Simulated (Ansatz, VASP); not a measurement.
# One calculation of La2O3, two programs

```
La O
1.0
     3.94041    0.00000    0.00000
    -1.97021    3.41250    0.00000
     0.00000    0.00000   12.37503
La O
4 6
Direct
  0.66667 0.33333 0.37631
  0.66667 0.33333 0.87631
  0.33333 0.66667 0.12369
  0.33333 0.66667 0.62369
  0.66667 0.33333 0.17735
  0.66667 0.33333 0.67735
  0.33333 0.66667 0.32265
  0.33333 0.66667 0.82265
  0.00000 0.00000 0.00000
  0.00000 0.00000 0.50000
```

Alike in both runs: task single point; functional PBE; k mesh 6 × 6 × 1; occupations gaussian, width 0.1 eV; no spin polarisation.

|  | VASP | Ansatz |
| --- | --- | --- |
| version | VASP 6.6.1 | Ansatz 0.2.0 |
| potentials or method | VASP PAW PBE potentials, release 64 (La, O), cutoff 520 eV | scalar-relativistic, plane waves, PAW |
| valence electrons in the cell | 80 | 80 |

```csv
,VASP,Ansatz,Ansatz less VASP
gap on the k mesh at the Fermi level (eV),3.85,3.83,-0.017
least direct gap on the mesh (eV),3.85,3.83,-0.017
pressure (GPa),-0.3,0.0,+0.29
"traceless stress, the component that is largest in VASP (GPa)",0.16,0.12,-0.037
rms of the force components (eV/Å),0.007,0.002,-0.0051
```

Atom by atom the forces differ by 0.005 eV/Å (rms over components).

The k mesh is coarse, so the values compare programs but aren't converged. Spin-orbit coupling is off throughout.
